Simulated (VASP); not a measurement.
Wanted: the native input for a VASP 6.6.1 run.

| Quantity | Value |
| --- | --- |
| Task | single point |
| Functional | PBE |
| Potentials or basis | VASP PAW PBE potentials, release 64 (Si) |
| Cutoff | 500 eV |
| k mesh | 10 × 10 × 10 |
| Occupations | gaussian, width 0.02 eV |
| Spin | no spin polarisation |
| Dipole correction | no |
| Further INCAR settings | ALGO = Normal; EDIFF = 1e-06; NBANDS = 11 |

The structure of Si lies in POSCAR:

```
Si
1.0
    0.0000000000      2.7349662038      2.7349662038
    2.7349662038      0.0000000000      2.7349662038
    2.7349662038      2.7349662038      0.0000000000
Si
2
Direct
    0.0000000000      0.0000000000      0.0000000000
    0.2500000000      0.2500000000      0.2500000000
```

One way to write it, as run:

INCAR

```
SYSTEM = Si
PREC     = Accurate       ! precision mode
ENCUT    = 500            ! plane-wave cutoff, eV
EDIFF    = 1E-6           ! SCF threshold, eV
ISMEAR   = 0              ! smearing method
SIGMA    = 0.02           ! smearing width, eV
LREAL    = .FALSE.        ! projectors in reciprocal space
LASPH    = .TRUE.         ! aspherical terms in the spheres
NELM     = 120            ! most SCF steps
ALGO     = Normal         ! electronic algorithm
ISIF     = 2              ! what is computed and relaxed
LWAVE    = .FALSE.        ! write WAVECAR
LCHARG   = .TRUE.         ! write CHGCAR
GGA      = PE             ! functional
LELF     = .TRUE.         ! ELF
LVHAR    = .TRUE.       
NBANDS   = 11             ! bands
GGA_COMPAT= .FALSE.
```

KPOINTS

```
Automatic mesh
0
G
  10 10 10
  0 0 0
```

Potentials or basis: VASP PAW PBE potentials, release 64 (Si).

Launch:

```sh
$ cat potpaw_PBE.64/Si/POTCAR > POTCAR
$ mpirun -np 1 vasp_std > vasp.out
```

It gave:

The pressure is -0.1 GPa and the band gap on the k mesh is 0.62 eV, indirect (least direct gap 2.56 eV).

It took 16 s on 1 thread of Intel(R) Xeon(R) Platinum 8375C CPU @ 2.90GHz (Ice Lake), with other jobs on the host, peak memory 0.15 GiB.
